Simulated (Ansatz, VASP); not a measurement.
Two plane-wave programs on CdF2

File INCAR:

```
SYSTEM = CdF2
PREC = Accurate
ENCUT = 700
EDIFF = 1E-6
ISMEAR = 0
SIGMA = 0.05
LREAL = .False.
LASPH = .True.
NELM = 120
ALGO = Normal
ISIF = 2
LWAVE = .False.
LCHARG = .False.
GGA = PS
NBANDS = 24
GGA_COMPAT = .False.
```

Contents of KPOINTS:

```
Automatic mesh
0
Gamma
  8 8 8
  0 0 0
```

Contents of POSCAR:

```
CdF2
1.0
    0.0000000000      2.5662871358      2.7253969382
    2.5662871358      0.0000000000      2.7253969382
    2.5662871358      2.5662871358      0.0000000000
Cd F
1 2
Direct
    0.0000000000      0.0000000000      0.0000000000
    0.2500000000      0.2500000000      0.2500000000
    0.7500000000      0.7500000000      0.7500000000
```

Input for Ansatz:

```yaml
crystal:
  lattice:
    - [0.0, 2.5662871358, 2.7253969382]
    - [2.5662871358, 0.0, 2.7253969382]
    - [2.5662871358, 2.5662871358, 0.0]
  atoms:
    - { symbol: Cd, position: [0.0, 0.0, 0.0] }
    - { symbol: F, position: [0.25, 0.25, 0.25] }
    - { symbol: F, position: [0.75, 0.75, 0.75] }
basis:
  ecutwfc: 520.0
kpoints:
  mp_grid: { grid: [8, 8, 8] }
hamiltonian:
  xc: pbesol
scf:
  occupations: { method: gaussian, width: 0.05 }
output:
  forces: true
  stress: true
  eigenvalues: true
```

Alike in both runs: task single point; functional PBEsol; k mesh 8 × 8 × 8; occupations gaussian, width 0.05 eV; no spin polarisation.

|  | VASP | Ansatz |
| --- | --- | --- |
| version | VASP 6.6.1 | Ansatz 0.2.0 |
| potentials or method | VASP PAW PBE potentials, release 64 (Cd_sv_GW, F), cutoff 700 eV | scalar-relativistic, plane waves, PAW |
| valence electrons in the cell | 34 | 34 |

```tsv
	VASP	Ansatz	Ansatz less VASP
gap on the k mesh at the Fermi level (eV)	3.13	3.14	+0.014
least direct gap on the mesh (eV)	3.44	3.45	+0.011
pressure (GPa)	10.6	10.9	+0.36
traceless stress, the component that is largest in VASP (GPa)	-4.62	-4.63	-0.002
```

VASP's potentials were made for PBE, not for PBEsol.
